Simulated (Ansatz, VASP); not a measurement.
# One calculation of SnO2, two programs

Contents of INCAR:

```
  ALGO = Normal
  EDIFF = 1E-6
  ENCUT = 520
  ISIF = 2
  ISMEAR = 0
  LASPH = T
  LCHARG = F
  LREAL = F
  LWAVE = F
  NBANDS = 35
  NELM = 60
  PREC = Accurate
  SIGMA = 0.05
```

File KPOINTS:

```
k-points
0
Gamma
  10 10 10
```

POSCAR

```
SnO2
1.0
   -1.9861130355      1.9861130355      4.9883644367
    1.9861130355     -1.9861130355      4.9883644367
    1.9861130355      1.9861130355     -4.9883644367
Sn O
2 4
Direct
    0.7500000000      0.2500000000      0.5000000000
    0.0000000000      0.0000000000      0.0000000000
    0.7969975836      0.7969975836      0.0000000000
    0.9530024164      0.4530024164      0.5000000000
    0.2030024164      0.2030024164      0.0000000000
    0.5469975836      0.0469975836      0.5000000000
```

Input for Ansatz:

```yaml
crystal:
  lattice:
    - [-1.9861130355, 1.9861130355, 4.9883644367]
    - [1.9861130355, -1.9861130355, 4.9883644367]
    - [1.9861130355, 1.9861130355, -4.9883644367]
  atoms:
    - { symbol: Sn, position: [0.75, 0.25, 0.5] }
    - { symbol: Sn, position: [0.0, 0.0, 0.0] }
    - { symbol: O, position: [0.7969975836, 0.7969975836, 0.0] }
    - { symbol: O, position: [0.9530024164, 0.4530024164, 0.5] }
    - { symbol: O, position: [0.2030024164, 0.2030024164, 0.0] }
    - { symbol: O, position: [0.5469975836, 0.0469975836, 0.5] }
basis:
  ecutwfc: 420
kpoints:
  mp_grid: { grid: [10, 10, 10] }
hamiltonian:
  xc: lda
scf:
  occupations: { method: gaussian, width: 0.05 }
output:
  forces: true
  stress: true
  eigenvalues: true
```

Change from the starting cell: strain -0.0200 x Voigt [0, 0, 1, 0, 0, 0], atoms carried along.

Alike in both runs: task single point; functional LDA; k mesh 10 × 10 × 10; occupations gaussian, width 0.05 eV; no spin polarisation.

```csv
,VASP,Ansatz
version,VASP 6.6.1,Ansatz 0.2.0
potentials or method,"VASP PAW LDA potentials, release 64 (Sn_d, O), cutoff 520 eV","scalar-relativistic, plane waves, PAW"
valence electrons in the cell,52,52
```

```csv
,VASP,Ansatz,Ansatz less VASP
gap on the k mesh at the Fermi level (eV),2.05,2.02,-0.030
least direct gap on the mesh (eV),2.48,2.45,-0.032
pressure (GPa),5.6,4.6,-1.03
"traceless stress, the component that is largest in VASP (GPa)",4.35,3.99,-0.366
rms of the force components (eV/Å),0.222,0.198,-0.0239
```

LDA's correlation is that of Perdew and Zunger in VASP and of Perdew and Wang (1992) in Ansatz. Atom by atom the forces differ by 0.024 eV/Å (rms over components).
